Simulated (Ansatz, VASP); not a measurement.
**SiC in VASP and in Ansatz**

```
Si C
1.0
     0.00000    2.18986    2.18986
     2.18986    0.00000    2.18986
     2.18986    2.18986    0.00000
Si C
1 1
Direct
  0.00000 0.00000 0.00000
  0.75000 0.75000 0.65313
```

Alike in both runs: task single point; functional PBE; k mesh 10 × 10 × 10; occupations gaussian, width 0.05 eV; no spin polarisation.

```csv
,VASP,Ansatz
version,VASP 6.6.1,Ansatz 0.2.0
potentials or method,"VASP PAW PBE potentials, release 64 (Si, C), cutoff 520 eV","scalar-relativistic, plane waves, PAW"
valence electrons in the cell,8,8
```

Ansatz gave:

| Quantity | Value |
| --- | --- |
| gap on the k mesh at the Fermi level (eV) | 0.06 |
| least direct gap on the mesh (eV) | 3.83 |
| pressure (GPa) | 10.8 |
| traceless stress, the component that is largest in VASP (GPa) | -15.27 |
| rms of the force components (eV/Å) | 3.868 |

**Question.** What did VASP give for the same quantities?

**Answer.** gap on the k mesh at the Fermi level (eV): 0.05; least direct gap on the mesh (eV): 3.83; pressure (GPa): 10.7; traceless stress, the component that is largest in VASP (GPa): -15.26; rms of the force components (eV/Å): 3.867.

Atom by atom the forces differ by 0.002 eV/Å (rms over components).
